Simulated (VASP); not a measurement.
The system is LiH.

```
Li H
1.0
     0.00000    1.98998    1.98998
     1.98998    0.00000    1.98998
     1.98998    1.98998    0.00000
Li H
1 1
Direct
  0.00000 0.00000 0.00000
  0.50000 0.50000 0.50000
```

Base run:

* Program: VASP 6.6.1
* Functional: r2SCAN
* Potentials or basis: VASP PAW PBE potentials, release 64 (Li_sv, H)
* Cutoff: 520 eV
* k mesh: 10 × 10 × 10
* Occupations: fermi-dirac, width 0.05 eV
* Spin: no spin polarisation

Its results: band gap on the k mesh 3.57 eV.

Task: The run is repeated on the same cell with these changes: functional from r2SCAN to PBEsol; further incar settings from ALGO = Normal; EDIFF = 1e-07; NBANDS = 9 to ALGO = Normal; EDIFF = 1e-06; NBANDS = 9. What comes out?

Result: Band gap on the k mesh 2.73 eV.

A k mesh can miss the band edges.
